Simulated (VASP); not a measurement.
# ZnO (Fm-3m) in VASP: a series of runs, part 2 of 2

VASP 6.6.1. The steps go on from the part before.

### 4 Single point, r2SCAN

This run uses another cell than the first one, of 9.71 Å³/atom, 1.052 times its volume.

Input file POSCAR:

```
ZnO
1.0
    0.0000000000      2.1337573588      2.1337573588
    2.1337573588      0.0000000000      2.1337573588
    2.1337573588      2.1337573588      0.0000000000
Zn O
1 1
Direct
    0.0000000000      0.0000000000      0.0000000000
    0.5000000000      0.5000000000      0.5000000000
```

Input file INCAR.step1:

```
  PREC = Accurate
  ENCUT = 520
  ISMEAR = 0
  SIGMA = 0.02
  LREAL = F
  LASPH = T
  NELM = 60
  NBANDS = 16
  GGA = PE
  ALGO = Normal
  EDIFF = 1E-4
  LWAVE = T
  LCHARG = F
```

Input file INCAR.step2:

```
  PREC = Accurate
  ENCUT = 520
  EDIFF = 1E-6
  ISMEAR = 0
  SIGMA = 0.02
  LREAL = F
  LASPH = T
  NELM = 60
  ALGO = Normal
  ISIF = 2
  LWAVE = F
  LCHARG = F
  METAGGA = R2SCAN
  LMIXTAU = T
  NBANDS = 16
  ISTART = 1
```

Input file KPOINTS:

```
Automatic mesh
0
Gamma
  12 12 12
```

Potentials or basis: VASP PAW PBE potentials, release 64 (Zn, O).

Run with:

```sh
$ cat potpaw_PBE.64/Zn/POTCAR potpaw_PBE.64/O/POTCAR > POTCAR
$ cp INCAR.step1 INCAR
$ mpirun -np 1 vasp_std > vasp.out
$ cp INCAR.step2 INCAR
$ mpirun -np 1 vasp_std > vasp.out
```

OUTCAR:

```text
PREC = Accurate
   ENCUT = 520
   EDIFF = 1E-6
   ISMEAR = 0
   LREAL = F
   LASPH = T
   NELM = 60
   ISIF = 2
   METAGGA = R2SCAN
   ISTART = 1

 ion  position               nearest neighbor table
   1  0.000  0.000  0.000-   2 2.13   2 2.13   2 2.13   2 2.13   2 2.13   2 2.13
   2  0.500  0.500  0.500-   1 2.13   1 2.13   1 2.13   1 2.13   1 2.13   1 2.13

  LATTYP: Found a face centered cubic cell.
 ALAT       =     4.2675147176

  Lattice vectors:

 A1 = (   0.0000000000,   2.1337573588,   2.1337573588)
 A2 = (   2.1337573588,   0.0000000000,   2.1337573588)
 A3 = (   2.1337573588,   2.1337573588,   0.0000000000)

Analysis of symmetry for initial positions (statically):
=====================================================================
 Subroutine PRICEL returns:
 Original cell was already a primitive cell.

 Routine SETGRP: Setting up the symmetry group for a
 face centered cubic supercell.

 Subroutine GETGRP returns: Found 48 space group operations
 (whereof 48 operations were pure point group operations)
 out of a pool of 48 trial point group operations.

[... 160 lines left out ...]
  energy without entropy =      -17.94897301  energy(sigma->0) =      -17.94897301

 E-fermi :   2.6127     XC(G=0): -13.1271

 val. band max:        2.4558339898   @ k =   0.5000   0.0000   0.0000
 cond. band min:       4.0027106723   @ k =   0.0000   0.0000   0.0000
 fundamental gap:      1.5468766825
 Fermi energy:         2.6127170043

 k-point     1 :       0.0000    0.0000    0.0000
  band No.  band energies     occupation
      1     -17.1543      2.00000
      2      -2.4580      2.00000
      3      -2.4580      2.00000
      4      -2.4580      2.00000
      5      -2.2700      2.00000
      6      -2.2700      2.00000
[... 433 lines left out ...]
      3      -3.3946      2.00000
      4      -3.3912      2.00000
      5      -2.0568      2.00000
      6      -2.0567      2.00000
[... 8 lines left out ...]
     15      26.6549      0.00000
     16      27.2971      0.00000

 [... further k-points ...]

------------------------ aborting loop because EDIFF is reached ----------------------------------------

  FORCE on cell =-STRESS in cart. coord.  units (eV):
  Direction    XX          YY          ZZ          XY          YZ          ZX
  --------------------------------------------------------------------------------------
  -------------------------------------------------------------------------------------
  Total        0.1766617      0.1766617      0.1766617      0.0000000      0.0000000     -0.0000000
  in kB       14.5675970     14.5675970     14.5675970      0.0000000      0.0000000     -0.0000000
  external PRESSURE =      14.5675970 kB  Pullay stress =       0.0000000 kB

 VOLUME and BASIS-vectors are now :
 -----------------------------------------------------------------------------
  energy-cutoff  :      520.00
  volume of cell :       19.43
      direct lattice vectors                 reciprocal lattice vectors
     0.000000000  2.133757359  2.133757359    -0.234328424  0.234328424  0.234328424
     2.133757359  0.000000000  2.133757359     0.234328424 -0.234328424  0.234328424
     2.133757359  2.133757359  0.000000000     0.234328424  0.234328424 -0.234328424

 POSITION                                       TOTAL-FORCE (eV/Angst)
 -----------------------------------------------------------------------------------
      0.00000      0.00000      0.00000         0.000000     -0.000000     -0.000000
      2.13376      2.13376      2.13376        -0.000000      0.000000      0.000000
 -----------------------------------------------------------------------------------
    total drift:                                0.000000     -0.000000     -0.000000

  FREE ENERGIE OF THE ION-ELECTRON SYSTEM (eV)
  ---------------------------------------------------
  free  energy   TOTEN  =       -17.9489730105 eV

  energy  without entropy=      -17.9489730105  energy(sigma->0) =      -17.94897301
```

OUTCAR.step1:

```text
PREC = Accurate
   ENCUT = 520
   ISMEAR = 0
   LREAL = F
   LASPH = T
[... 676 lines left out ...]
 -----------------------------------------------------------------------------------
      0.00000      0.00000      0.00000         0.000000     -0.000000      0.000000
      2.13376      2.13376      2.13376        -0.000000      0.000000     -0.000000
 -----------------------------------------------------------------------------------
    total drift:                                0.000000     -0.000000     -0.000000

  FREE ENERGIE OF THE ION-ELECTRON SYSTEM (eV)
  ---------------------------------------------------
  free  energy   TOTEN  =        -8.6045548789 eV

  energy  without entropy=       -8.6045548789  energy(sigma->0) =       -8.60455488
```

Run time: 2.8 min. Hardware: 1 thread of AMD EPYC 7R43 (Zen 3), shared host; peak memory 0.12 GiB.

Results:

| Quantity | Value |
| --- | --- |
| Free energy | -17.9490 eV |
| Pressure | 1.5 GPa |
| Band gap on the k mesh | 1.55 eV, indirect (least direct gap 2.98 eV) |

Caveat: the PAW data sets were made with another functional, which shifts forces and pressure a little. r2SCAN opens gaps a little over a GGA but as a rule still falls short of measured ones.

### 5 Relaxation of cell and atoms, r2SCAN

Input file POSCAR:

```
ZnO
1.0
    0.0000000000      2.0979190241      2.0979190241
    2.0979190241      0.0000000000      2.0979190241
    2.0979190241      2.0979190241      0.0000000000
Zn O
1 1
Direct
    0.0000000000      0.0000000000      0.0000000000
    0.5000000000      0.5000000000      0.5000000000
```

Input file INCAR.step1:

```
PREC     = Accurate       # precision mode
ENCUT    = 600            # plane-wave cutoff, eV
ISMEAR   = 0              # smearing method
SIGMA    = 0.1            # smearing width, eV
LREAL    = F              # projectors in reciprocal space
LASPH    = T              # aspherical terms in the spheres
NELM     = 100            # most SCF steps
GGA      = PE             # functional
ALGO     = Normal         # electronic algorithm
EDIFF    = 1E-4           # SCF threshold, eV
LWAVE    = T              # write WAVECAR
LCHARG   = F              # write CHGCAR
```

Input file INCAR.step2:

```
PREC     = Accurate       # precision mode
ENCUT    = 600            # plane-wave cutoff, eV
EDIFF    = 1E-6           # SCF threshold, eV
ISMEAR   = 0              # smearing method
SIGMA    = 0.1            # smearing width, eV
LREAL    = F              # projectors in reciprocal space
LASPH    = T              # aspherical terms in the spheres
NELM     = 100            # most SCF steps
ALGO     = Normal         # electronic algorithm
ISIF     = 3              # what is computed and relaxed
LWAVE    = F              # write WAVECAR
LCHARG   = F              # write CHGCAR
METAGGA  = R2SCAN         # meta-GGA
LMIXTAU  = T            
IBRION   = 2              # ionic algorithm
NSW      = 80             # ionic steps
EDIFFG   = -0.05          # ionic threshold
ISTART   = 1
```

Input file KPOINTS:

```
Automatic mesh
0
Gamma
  8 8 8
```

Run with:

```sh
$ cat potpaw_PBE.64/Zn/POTCAR potpaw_PBE.64/O/POTCAR > POTCAR
$ cp INCAR.step1 INCAR
$ mpirun -np 1 vasp_std > vasp.out
$ cp INCAR.step2 INCAR
$ mpirun -np 1 vasp_std > vasp.out
```

It took 2.4 min on 1 thread of AMD EPYC 7R43 (Zen 3), shared host; peak memory 0.12 GiB.

Results (log left out):

```yaml
Free_energy: -17.9503 eV
Relaxed_volume: 9.76 Å³/atom
Relaxed_cell: a = 3.022 Å, b = 3.022 Å, c = 3.022 Å, α = 60.00°, β = 60.00°, γ = 60.00°
Space_group_after_relaxing_to_0.05_Å: Fm-3m (No. 225)
Energy_gained_by_relaxing: 18.7 meV/atom
Ionic_steps: 3
Pressure_after_relaxing: 0.3 GPa
Band_gap_on_the_k_mesh: 1.53 eV, indirect (least direct gap 2.94 eV)
```

The path:
| step | energy change (eV) | largest force (eV/Å) | pressure (GPa) | volume (Å³) |
| --- | --- | --- | --- | --- |
| 1 | 0.0000 | 0.0000 | 12.21 | 18.47 |
| 2 | -0.0157 | 0.0000 | -7.40 | 20.41 |
| 3 | -0.0374 | 0.0000 | 0.35 | 19.52 |

Final structure:
```yaml
crystal:
  lattice:
    - [0.00000, 2.13703, 2.13703]
    - [2.13703, 0.00000, 2.13703]
    - [2.13703, 2.13703, 0.00000]
  atoms:
    - { symbol: Zn, position: [0.00000, 0.00000, 0.00000] }
    - { symbol: O, position: [0.50000, 0.50000, 0.50000] }
```

Levels at points of the mesh, in eV from the valence-band top:
| k point | band 7 | band 8 | band 9 | band 10 | band 11 | band 12 |
| --- | --- | --- | --- | --- | --- | --- |
| (0.00, 0.00, 0.00) | -1.42 | -1.42 | -1.42 | 1.53 | 18.80 | 18.80 |
| (0.50, 0.00, 0.00) | -3.64 | 0.00 | 0.00 | 6.18 | 10.01 | 13.76 |
| (0.50, 0.50, 0.00) | -4.09 | -2.87 | -2.87 | 5.01 | 11.67 | 11.95 |

Caveat: the PAW data sets were made with another functional, which shifts forces and pressure a little.

### 6 Relaxation of cell and atoms, r2SCAN

This run uses another cell than the first one, of 9.70 Å³/atom, 1.050 times its volume.

Input file POSCAR:

```
ZnO
1.0
    0.0000000000      2.1324317144      2.1324317144
    2.1324317144      0.0000000000      2.1324317144
    2.1324317144      2.1324317144      0.0000000000
Zn O
1 1
Direct
    0.0000000000      0.0000000000      0.0000000000
    0.5000000000      0.5000000000      0.5000000000
```

Input file INCAR.step1:

```
SYSTEM = ZnO
ALGO     = Normal         ! electronic algorithm
EDIFF    = 1E-4           ! SCF threshold, eV
ENCUT    = 600            ! plane-wave cutoff, eV
GGA      = PE             ! functional
ISMEAR   = 0              ! smearing method
LASPH    = .TRUE.         ! aspherical terms in the spheres
LCHARG   = .FALSE.        ! write CHGCAR
LREAL    = .FALSE.        ! projectors in reciprocal space
LWAVE    = .TRUE.         ! write WAVECAR
NELM     = 80             ! most SCF steps
PREC     = Accurate       ! precision mode
SIGMA    = 0.02           ! smearing width, eV
```

Input file INCAR.step2:

```
SYSTEM = ZnO
ALGO     = Normal         ! electronic algorithm
EDIFF    = 1E-7           ! SCF threshold, eV
EDIFFG   = -0.01          ! ionic threshold
ENCUT    = 600            ! plane-wave cutoff, eV
IBRION   = 2              ! ionic algorithm
ISIF     = 3              ! what is computed and relaxed
ISMEAR   = 0              ! smearing method
ISTART   = 1            
LASPH    = .TRUE.         ! aspherical terms in the spheres
LCHARG   = .FALSE.        ! write CHGCAR
LMIXTAU  = .TRUE.       
LREAL    = .FALSE.        ! projectors in reciprocal space
LWAVE    = .FALSE.        ! write WAVECAR
METAGGA  = R2SCAN         ! meta-GGA
NELM     = 80             ! most SCF steps
NSW      = 80             ! ionic steps
PREC     = Accurate       ! precision mode
SIGMA    = 0.02           ! smearing width, eV
```

Input file KPOINTS:

```
k-points
0
G
  12 12 12
  0 0 0
```

Potentials or basis: VASP PAW PBE potentials, release 64 (Zn, O).

Run with:

```sh
$ cat potpaw_PBE.64/Zn/POTCAR potpaw_PBE.64/O/POTCAR > POTCAR
$ cp INCAR.step1 INCAR
$ mpirun -np 1 vasp_std > vasp.out
$ cp INCAR.step2 INCAR
$ mpirun -np 1 vasp_std > vasp.out
```

Wall time 6.6 min (1 thread of AMD EPYC 7R43 (Zen 3), shared host); peak memory 0.13 GiB.

Results (log left out):

- Free energy: -17.9533 eV
- Relaxed volume: 9.77 Å³/atom
- Relaxed cell: a = 3.024 Å, b = 3.024 Å, c = 3.024 Å, α = 60.00°, β = 60.00°, γ = 60.00°
- Space group after relaxing (to 0.05 Å): Fm-3m (No. 225)
- Energy gained by relaxing: 0.2 meV/atom
- Ionic steps: 4
- Pressure after relaxing: 0.0 GPa
- Band gap on the k mesh: 1.52 eV, indirect (least direct gap 2.93 eV)

The path:
| step | energy change (eV) | largest force (eV/Å) | pressure (GPa) | volume (Å³) |
| --- | --- | --- | --- | --- |
| 1 | 0.0000 | 0.0000 | 1.50 | 19.39 |
| 2 | 0.0000 | 0.0000 | -0.97 | 19.65 |
| 3 | -0.0005 | 0.0000 | 0.38 | 19.51 |
| 4 | -0.0005 | 0.0000 | -0.01 | 19.55 |

Final structure:
```
CELL_PARAMETERS angstrom
0.00000 2.13805 2.13805
2.13805 0.00000 2.13805
2.13805 2.13805 0.00000
ATOMIC_POSITIONS crystal
Zn 0.00000 0.00000 0.00000
O 0.50000 0.50000 0.50000
```

Levels at points of the mesh, in eV from the valence-band top:
| k point | band 6 | band 7 | band 8 | band 9 | band 10 | band 11 | band 12 | band 13 |
| --- | --- | --- | --- | --- | --- | --- | --- | --- |
| (0.00, 0.00, 0.00) | -4.72 | -1.41 | -1.41 | -1.41 | 1.52 | 18.79 | 18.79 | 18.79 |
| (0.50, 0.00, 0.00) | -4.49 | -3.64 | 0.00 | 0.00 | 6.18 | 10.00 | 13.75 | 13.75 |
| (0.50, 0.50, 0.00) | -4.38 | -4.09 | -2.86 | -2.86 | 5.00 | 11.66 | 11.94 | 16.59 |

Caveat: the PAW data sets were made with another functional, which shifts forces and pressure a little. A k mesh can miss the band edges.

### 7 Summary

| task | cell | k mesh | cutoff (eV) | smearing | gap on the mesh (eV) | pressure (GPa) | relaxed volume (Å³/atom) |
| --- | --- | --- | --- | --- | --- | --- | --- |
| single point | a = 2.967 Å, angles 60.0°, 2 atoms | 8 × 8 × 8 | 520 | gaussian 0.1 eV | 1.80 | 12.6 | - |
| single point | a = 3.016 Å, angles 60.0°, 2 atoms | 8 × 8 × 8 | 520 | gaussian 0.1 eV | 1.56 | 1.8 | - |
| single point | a = 3.018 Å, angles 60.0°, 2 atoms | 12 × 12 × 12 | 520 | gaussian 0.02 eV | 1.55 | 1.5 | - |
| relaxation of cell and atoms | relaxed from a = 2.967 Å, angles 60.0°, 2 atoms | 8 × 8 × 8 | 600 | gaussian 0.1 eV | 1.53 | 0.3 | 9.76 |
| relaxation of cell and atoms | relaxed from a = 3.016 Å, angles 60.0°, 2 atoms | 12 × 12 × 12 | 600 | gaussian 0.02 eV | 1.52 | 0.0 | 9.77 |

Alike in all rows: level r2SCAN; potentials or basis VASP PAW PBE potentials, release 64 (Zn, O); no spin polarisation.

Caveats: the PAW data sets were made with another functional, which shifts forces and pressure a little.

Absolute energies hang on the potentials; compare differences alone.
